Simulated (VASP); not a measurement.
# KCl (Sylvite) (Fm-3m) in VASP: notebook

Runs on KCl (Sylvite). Level: PBE. Tasks: single point.

All numbers are computed with VASP 6.6.1; they aren't measurements. Logs are shortened: lines on timing, memory, paths and dates and some standing lists are left out, and cuts for length are marked.

## (1) The cell of the first run

Symmetry: Fm-3m, No. 225, cubic system. Conventional cell: a = 6.112 Å, b = 6.112 Å, c = 6.112 Å, α = 90.00°, β = 90.00°, γ = 90.00°. Within 4.0 Å of K (site symmetry m-3m) lie 6 Cl at 3.06 Å. Within 4.0 Å of Cl (site symmetry m-3m) lie 6 K at 3.06 Å.

## (2) Single point, PBE (volume scaled by 0.88)

INCAR

```
  ALGO = Normal
  EDIFF = 1E-7
  ENCUT = 520
  GGA = PE
  ISIF = 2
  ISMEAR = 0
  LASPH = T
  LCHARG = T
  LELF = T
  LREAL = F
  LVHAR = T
  LWAVE = F
  NBANDS = 15
  NELM = 80
  PREC = Accurate
  SIGMA = 0.02
```

KPOINTS

```
k-points
0
Gamma
  6 6 6
```

POSCAR

```
KCl
1.0
    0.0000000000      3.0561417153      3.0561417153
    3.0561417153      0.0000000000      3.0561417153
    3.0561417153      3.0561417153      0.0000000000
K Cl
1 1
Direct
    0.0000000000      0.0000000000      0.0000000000
    0.5000000000      0.5000000000      0.5000000000
```

Potentials or basis: VASP PAW PBE potentials, release 64 (K_sv, Cl).

Launch:

```sh
> cat potpaw_PBE.64/K_sv/POTCAR potpaw_PBE.64/Cl/POTCAR > POTCAR
> mpirun -np 1 vasp_std > vasp.out
```

OUTCAR:

```text
EDIFF = 1E-7
   ENCUT = 520
   GGA = PE
   ISIF = 2
   ISMEAR = 0
   LASPH = T
   LREAL = F
   NELM = 80
   PREC = Accurate

 ion  position               nearest neighbor table
   1  0.000  0.000  0.000-   2 3.06   2 3.06   2 3.06   2 3.06   2 3.06   2 3.06
   2  0.500  0.500  0.500-   1 3.06   1 3.06   1 3.06   1 3.06   1 3.06   1 3.06

  LATTYP: Found a face centered cubic cell.
 ALAT       =     6.1122834306

  Lattice vectors:

 A1 = (   0.0000000000,   3.0561417153,   3.0561417153)
 A2 = (   3.0561417153,   0.0000000000,   3.0561417153)
 A3 = (   3.0561417153,   3.0561417153,   0.0000000000)

Analysis of symmetry for initial positions (statically):
=====================================================================
 Subroutine PRICEL returns:
 Original cell was already a primitive cell.

 Routine SETGRP: Setting up the symmetry group for a
 face centered cubic supercell.

 Subroutine GETGRP returns: Found 48 space group operations
 (whereof 48 operations were pure point group operations)
 out of a pool of 48 trial point group operations.

The static configuration has the point symmetry O_h .

Analysis of symmetry for dynamics (positions and initial velocities):
=====================================================================
 Subroutine PRICEL returns:
 Original cell was already a primitive cell.

 Routine SETGRP: Setting up the symmetry group for a
 face centered cubic supercell.

 Subroutine GETGRP returns: Found 48 space group operations
 (whereof 48 operations were pure point group operations)
 out of a pool of 48 trial point group operations.

The dynamic configuration has the point symmetry O_h .

 Subroutine INISYM returns: Found 48 space group operations
 (whereof 48 operations are pure point group operations),
 and found     1 'primitive' translations

----------------------------------------------------------------------------------------

                                     Primitive cell

  volume of cell :      57.0887

  direct lattice vectors                    reciprocal lattice vectors
     0.000000000  3.056141715  3.056141715    -0.163604979  0.163604979  0.163604979
     3.056141715  0.000000000  3.056141715     0.163604979 -0.163604979  0.163604979
     3.056141715  3.056141715  0.000000000     0.163604979  0.163604979 -0.163604979

  length of vectors
     4.322037062  4.322037062  4.322037062     0.283372135  0.283372135  0.283372135

  position of ions in fractional coordinates (direct lattice)
     0.000000000  0.000000000  0.000000000
     0.500000000  0.500000000  0.500000000

  ion indices of the primitive-cell ions
   primitive index   ion index
                 1           1
                 2           2

----------------------------------------------------------------------------------------

 KPOINTS: k-points

Automatic generation of k-mesh.
 Grid dimensions read from file:
 generate k-points for:    6    6    6

 Generating k-lattice:

  Cartesian coordinates                     Fractional coordinates (reciprocal lattice)
    -0.027267496  0.027267496  0.027267496     0.166666667  0.000000000  0.000000000
     0.027267496 -0.027267496  0.027267496     0.000000000  0.166666667  0.000000000
     0.027267496  0.027267496 -0.027267496     0.000000000  0.000000000  0.166666667

  Length of vectors
     0.047228689  0.047228689  0.047228689

  Shift w.r.t. Gamma in fractional coordinates (k-lattice)
     0.000000000  0.000000000  0.000000000

 Subroutine IBZKPT returns following result:
 ===========================================

 Found     16 irreducible k-points:

 Following reciprocal coordinates:
            Coordinates               Weight
  0.000000  0.000000  0.000000      1.000000
  0.166667  0.000000  0.000000      8.000000
  0.333333  0.000000  0.000000      8.000000
  0.500000  0.000000  0.000000      4.000000
  0.166667  0.166667  0.000000      6.000000
  0.333333  0.166667  0.000000     24.000000
[... 8 lines left out ...]
 -0.333333  0.333333  0.166667     24.000000
 -0.333333  0.500000  0.166667     12.000000
   k-points           NKPTS =     16   k-points in BZ     NKDIM =     16   number of bands    NBANDS=     15
   number of dos      NEDOS =    301   number of ions     NIONS =      2
   total plane-waves  NPLWV =  32768
   dimension x,y,z NGX =    32 NGY =   32 NGZ =   32
   dimension x,y,z NGXF=    64 NGYF=   64 NGZF=   64
   ions per type =               1   1
   NGX,Y,Z   is equivalent  to a cutoff of  12.31, 12.31, 12.31 a.u.
   NGXF,Y,Z  is equivalent  to a cutoff of  24.62, 24.62, 24.62 a.u.
 SYSTEM =  unknown system
   PREC   = accura    normal or accurate (medium, high low for compatibility)
   ISTART =      0    job   : 0-new  1-cont  2-samecut
   ICHARG =      2    charge: 1-file 2-atom 10-const
   ISPIN  =      1    spin polarized calculation?
   LNONCOLLINEAR =      F non collinear calculations
   LSORBIT =      F    spin-orbit coupling
   LASPH  =      T    aspherical Exc in radial PAW
   ENCUT  =  520.0 eV  38.22 Ry    6.18 a.u.   8.04  8.04  8.04*2*pi/ulx,y,z
   NELM   =     80;   NELMIN=  2; NELMDL= -5     # of ELM steps
   EDIFF  = 0.1E-06   stopping-criterion for ELM
   LREAL  =      F    real-space projection
   EDIFFG = 0.1E-05   stopping-criterion for IOM
   NSW    =      0    number of steps for IOM
   IBRION =     -1    ionic relax: 0-MD 1-quasi-New 2-CG
   NFREE  =      0    steps in history (QN), initial steepest desc. (CG)
   ISIF   =      2    stress and relaxation
   ISYM   =      2    0-nonsym 1-usesym 2-fastsym
   POTIM  = 0.5000    time-step for ionic-motion
   TEBEG  =    0.0;   TEEND  =   0.0 temperature during run
   PSTRESS=    0.0 pullay stress
   NELECT =      16.0000    total number of electrons
   NUPDOWN=      -1.0000    fix difference up-down
   EMIN   =  10.00;   EMAX   =-10.00  energy-range for DOS
   EFERMI =   0.00;   METHOD = LEGACY
   ISMEAR =     0;   SIGMA  =   0.02  broadening in eV -4-tet -1-fermi 0-gaus
   EFERMI_NEDOS =   21; number of points for ismear=-14 and -15
   IALGO  =     38    algorithm
   IMIX   =      4    mixing-type and parameters
     AMIX     =   0.40;   BMIX     =  1.00
     AMIX_MAG =   1.60;   BMIX_MAG =  1.00
  volume/ion in A,a.u.               =      28.54       192.63
  Fermi-wavevector in a.u.,A,eV,Ry     =   1.071350  2.024558 15.616640  1.147791
  Thomas-Fermi vector in A             =   2.207088
   LORBIT       =      0    0 simple, 1 ext, 2 COOP (PROOUT), +10 PAW based schemes
   GGA     = PE    functional components
   LHFCALC =     F    Hartree Fock is set to
   AEXX    =    0.0000 exact exchange contribution
   IVDW    =     0    specifies the selected vdW correction
   LEPSILON=     F    determine dielectric tensor
   LRPA    =     F    only Hartree local field effects (RPA)
 non-spin polarized calculation
 Gauss-broadening in eV      SIGMA  =   0.02
  energy-cutoff  :      520.00
  volume of cell :       57.09
 maximum number of plane-waves:      1572
   NGX = 17   NGY = 17   NGZ = 17

 number of electron      16.0000001 magnetization

 Free energy of the ion-electron system (eV)
  ---------------------------------------------------
  ext. energy  EPLUGINS =         0.00000000
  ---------------------------------------------------
  free energy    TOTEN  =        -6.74474729 eV

  energy without entropy =       -6.74474729  energy(sigma->0) =       -6.74474729

 E-fermi :  -1.3566     XC(G=0):  -7.9035

 val. band max:       -1.4686232877   @ k =   0.0000   0.0000   0.0000
 cond. band min:       4.0354253748   @ k =   0.0000   0.0000   0.0000
 fundamental gap:      5.5040486625
 Fermi energy:        -1.3565881638

 k-point     1 :       0.0000    0.0000    0.0000
  band No.  band energies     occupation
      1     -28.4654      2.00000
      2     -13.6935      2.00000
      3     -11.9271      2.00000
      4     -11.9271      2.00000
      5     -11.9271      2.00000
      6      -1.4686      2.00000
      7      -1.4686      2.00000
      8      -1.4686      2.00000
      9       4.0354      0.00000
     10       6.9445      0.00000
     11       6.9445      0.00000
     12       6.9445      0.00000
     13       7.8710      0.00000
     14       7.8710      0.00000
     15      11.8199      0.00000

 k-point     2 :       0.1667    0.0000    0.0000
  band No.  band energies     occupation
      1     -28.4612      2.00000
      2     -13.7568      2.00000
      3     -11.9300      2.00000
      4     -11.9300      2.00000
      5     -11.8468      2.00000
      6      -1.8319      2.00000
      7      -1.5757      2.00000
      8      -1.5757      2.00000
      9       4.7205      0.00000
     10       6.7931      0.00000
     11       7.3206      0.00000
     12       7.3206      0.00000
     13       8.3011      0.00000
     14       8.3011      0.00000
     15      12.8228      0.00000

 k-point     3 :       0.3333    0.0000    0.0000
  band No.  band energies     occupation
      1     -28.4528      2.00000
      2     -13.8701      2.00000
      3     -11.9357      2.00000
      4     -11.9357      2.00000
      5     -11.6980      2.00000
      6      -2.4273      2.00000
      7      -1.7761      2.00000
      8      -1.7761      2.00000
      9       5.9343      0.00000
     10       7.0099      0.00000
     11       8.3464      0.00000
     12       8.3464      0.00000
     13       9.3862      0.00000
     14       9.3862      0.00000
     15      11.9489      0.00000
[... 199 lines left out ...]
 k-point    15 :      -0.3333    0.3333    0.1667
  band No.  band energies     occupation
      1     -28.4449      2.00000
      2     -13.7546      2.00000
      3     -12.0348      2.00000
      4     -12.0095      2.00000
      5     -11.7858      2.00000
      6      -2.2809      2.00000
      7      -1.9597      2.00000
      8      -1.8835      2.00000
      9       6.6488      0.00000
     10       6.8884      0.00000
     11       8.6966      0.00000
     12       8.9194      0.00000
     13      10.0606      0.00000
     14      10.7928      0.00000
     15      10.8426      0.00000

 k-point    16 :      -0.3333    0.5000    0.1667
  band No.  band energies     occupation
      1     -28.4437      2.00000
      2     -13.6617      2.00000
      3     -12.0966      2.00000
      4     -12.0355      2.00000
      5     -11.8607      2.00000
      6      -2.0921      2.00000
      7      -1.9629      2.00000
      8      -1.8612      2.00000
      9       5.7966      0.00000
     10       7.7179      0.00000
     11       8.0393      0.00000
     12       9.0746      0.00000
     13       9.7839      0.00000
     14      10.5866      0.00000
     15      11.3430      0.00000

------------------------ aborting loop because EDIFF is reached ----------------------------------------

  FORCE on cell =-STRESS in cart. coord.  units (eV):
  Direction    XX          YY          ZZ          XY          YZ          ZX
  --------------------------------------------------------------------------------------
  -------------------------------------------------------------------------------------
  Total        1.0428139      1.0428139      1.0428139      0.0000000      0.0000000     -0.0000000
  in kB       29.2662402     29.2662402     29.2662402      0.0000000      0.0000000     -0.0000000
  external PRESSURE =      29.2662402 kB  Pullay stress =       0.0000000 kB

 VOLUME and BASIS-vectors are now :
 -----------------------------------------------------------------------------
  energy-cutoff  :      520.00
  volume of cell :       57.09
      direct lattice vectors                 reciprocal lattice vectors
     0.000000000  3.056141715  3.056141715    -0.163604979  0.163604979  0.163604979
     3.056141715  0.000000000  3.056141715     0.163604979 -0.163604979  0.163604979
     3.056141715  3.056141715  0.000000000     0.163604979  0.163604979 -0.163604979

 POSITION                                       TOTAL-FORCE (eV/Angst)
 -----------------------------------------------------------------------------------
      0.00000      0.00000      0.00000        -0.000000      0.000000     -0.000000
      3.05614      3.05614      3.05614         0.000000     -0.000000      0.000000
 -----------------------------------------------------------------------------------
    total drift:                                0.000000     -0.000000     -0.000000

  FREE ENERGIE OF THE ION-ELECTRON SYSTEM (eV)
  ---------------------------------------------------
  free  energy   TOTEN  =        -6.7447472931 eV

  energy  without entropy=       -6.7447472931  energy(sigma->0) =       -6.74474729
```

It took 39 s on 1 thread of AMD EPYC 7R13, shared host; peak memory 0.14 GiB.

Results:

```
Free energy            : -6.7447 eV
Pressure               : 2.9 GPa
Band gap on the k mesh : 5.50 eV, direct
```

## (3) Single point, PBE (volume scaled by 0.94)

INCAR

```
SYSTEM = KCl
ALGO = Normal ; EDIFF = 1E-6
ENCUT = 520 ; GGA = PE
ISIF = 2 ; ISMEAR = 0
LASPH = .TRUE. ; LCHARG = .FALSE.
LREAL = .FALSE. ; LWAVE = .FALSE.
NBANDS = 15 ; NELM = 80
PREC = Accurate ; SIGMA = 0.02
```

KPOINTS

```
k-points
0
G
  6 6 6
  0 0 0
```

POSCAR

```
KCl
1.0
    0.0000000000      3.1240781019      3.1240781019
    3.1240781019      0.0000000000      3.1240781019
    3.1240781019      3.1240781019      0.0000000000
K Cl
1 1
Direct
    0.0000000000      0.0000000000      0.0000000000
    0.5000000000      0.5000000000      0.5000000000
```

Potentials or basis: VASP PAW PBE potentials, release 64 (K_sv, Cl).

Launch:

```sh
> cat potpaw_PBE.64/K_sv/POTCAR potpaw_PBE.64/Cl/POTCAR > POTCAR
> mpirun -np 1 vasp_std > vasp.out
```

It took 54 s on 1 thread of AMD EPYC 7R13, shared host; peak memory 0.17 GiB.

The run converged. Its results:

| Quantity | Value |
| --- | --- |
| Free energy | -6.7952 eV |
| Pressure | 1.2 GPa |
| Band gap on the k mesh | 5.26 eV, direct |

Levels at points of the mesh, in eV from the valence-band top:
| k point | band 5 | band 6 | band 7 | band 8 | band 9 | band 10 | band 11 | band 12 |
| --- | --- | --- | --- | --- | --- | --- | --- | --- |
| (0.00, 0.00, 0.00) | -10.61 | 0.00 | 0.00 | 0.00 | 5.26 | 8.39 | 8.39 | 8.39 |
| (0.50, 0.00, 0.00) | -10.35 | -1.09 | -0.34 | -0.34 | 7.66 | 8.69 | 10.60 | 10.60 |
| (0.50, 0.50, 0.00) | -10.67 | -0.67 | -0.23 | -0.23 | 6.52 | 8.45 | 10.20 | 10.28 |
